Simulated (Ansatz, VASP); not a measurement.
## Ta4W in VASP and in Ansatz

Contents of INCAR:

```
  ALGO = Fast
  EDIFF = 1E-6
  EDIFFG = -0.04
  ENCUT = 600
  GGA = PE
  IBRION = 2
  ISIF = 3
  ISMEAR = 0
  LASPH = T
  LCHARG = F
  LREAL = F
  LWAVE = F
  NELM = 80
  NSW = 90
  PREC = Accurate
  SIGMA = 0.1
```

File KPOINTS:

```
k-points
0
Gamma
  6 6 6
```

File POSCAR:

```
Ta4W
1.0
    2.2850164900      1.3192548900      4.6642703900
   -2.2850164900      1.3192548900      4.6642703900
    0.0000000000     -2.6385097800      4.6642703900
Ta W
4 1
Direct
    0.9000000000      0.9000000000      0.9000000000
    0.1000000000      0.1000000000      0.1000000000
    0.7000000000      0.7000000000      0.7000000000
    0.3000000000      0.3000000000      0.3000000000
    0.5000000000      0.5000000000      0.5000000000
```

Input for Ansatz:

```yaml
crystal:
  lattice:
    - [2.28501649, 1.31925489, 4.66427039]
    - [-2.28501649, 1.31925489, 4.66427039]
    - [0.0, -2.63850978, 4.66427039]
  atoms:
    - { symbol: Ta, position: [0.9, 0.9, 0.9] }
    - { symbol: Ta, position: [0.1, 0.1, 0.1] }
    - { symbol: Ta, position: [0.7, 0.7, 0.7] }
    - { symbol: Ta, position: [0.3, 0.3, 0.3] }
    - { symbol: W, position: [0.5, 0.5, 0.5] }
basis:
  ecutwfc: 420
kpoints:
  mp_grid: { grid: [6, 6, 6] }
hamiltonian:
  xc: pbe
scf:
  occupations: { method: gaussian, width: 0.1 }
  lower_state_search: "off"
output:
  forces: true
  stress: true
  eigenvalues: true
relax:
  adjacent_minimum: "off"
  f_tol: 0.04
  max_steps: 70
  cell: { stress_tol: 0.4 }
```

Alike in both runs: task relaxation of cell and atoms; functional PBE; k mesh 6 × 6 × 6; occupations gaussian, width 0.1 eV; no spin polarisation.

```csv
,VASP,Ansatz
version,VASP 6.6.1,Ansatz 0.2.0
potentials or method,"VASP PAW PBE potentials, release 64 (Ta_pv, W_sv), cutoff 600 eV","scalar-relativistic, plane waves, PAW"
valence electrons in the cell,58,66
```

|  | VASP | Ansatz | Ansatz less VASP |
| --- | --- | --- | --- |
| gap on the k mesh at the Fermi level, each at its own relaxed structure (eV) | none | none | - |
| relaxed volume (Å³/atom) | 17.81 | 17.81 | +0.001 |
| relaxed length of the cell vector where the two differ most in proportion (Å) | 5.465 | 5.462 | -0.0032 |

A gap of «none» marks a metal or a gap that the smearing closes. VASP's potentials hold 58 valence electrons a cell and Ansatz's 66, so a difference there can come from the potentials and not from the codes.

Neither program's run includes spin-orbit coupling.
